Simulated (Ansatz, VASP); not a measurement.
# GaP in VASP and in Ansatz

INCAR

```
SYSTEM = GaP
ALGO = Normal ; EDIFF = 1E-6
ENCUT = 520 ; GGA = PE
ISIF = 2 ; ISMEAR = -1
LASPH = .TRUE. ; LCHARG = .FALSE.
LREAL = .FALSE. ; LWAVE = .FALSE.
NBANDS = 16 ; NELM = 80
PREC = Accurate ; SIGMA = 0.02
```

KPOINTS

```
k-points
0
G
  6 6 6
  0 0 0
```

Contents of POSCAR:

```
GaP
1.0
    0.0000000000      2.7550000000      2.7550000000
    2.7550000000      0.0000000000      2.7550000000
    2.7550000000      2.7550000000      0.0000000000
Ga P
1 1
Direct
    0.0000000000      0.0000000000      0.0000000000
    0.2500000000      0.2500000000      0.2500000000
```

Input for Ansatz:

```yaml
crystal:
  lattice:
    - [0, 2.755, 2.755]
    - [2.755, 0, 2.755]
    - [2.755, 2.755, 0]
  atoms:
    - { symbol: Ga, position: [0, 0, 0] }
    - { symbol: P, position: [0.25, 0.25, 0.25] }
kpoints:
  mp_grid: { grid: [6, 6, 6] }
hamiltonian:
  xc: pbe
  pseudopotentials:
    kind: paw
    azcp:
      Ga: "pseudopotentials/pbe/paw/ansatz_paw_generated_hard_1/Ga.paw.azcp"
      P: "pseudopotentials/pbe/paw/ansatz_paw_generated_hard_1/P.paw.azcp"
scf:
  occupations: { method: fermi_dirac, width: 0.02 }
  convergence: { dr2_threshold: "1e-10 eV" }
  max_iter: 300
  n_bands: 29
output:
  forces: true
  stress: true
  eigenvalues: true
```

Alike in both runs: task single point; functional PBE; k mesh 6 × 6 × 6; occupations fermi-dirac, width 0.02 eV; no spin polarisation.

|  | VASP | Ansatz |
| --- | --- | --- |
| version | VASP 6.6.1 | Ansatz 0.2.0 development build |
| potentials or method | VASP PAW PBE potentials, release 64 (Ga_d, P) | plane waves, PAW datasets (generated hard set |
| plane-wave cutoff (eV) | 520 | 700 |
| valence electrons in the cell | 18 | 26 |

```tsv
	VASP	Ansatz	Ansatz less VASP
gap on the k mesh at the Fermi level (eV)	1.56	1.56	+0.005
```

VASP's potentials hold 18 valence electrons a cell and Ansatz's 26, so a difference there can come from the potentials and not from the codes.
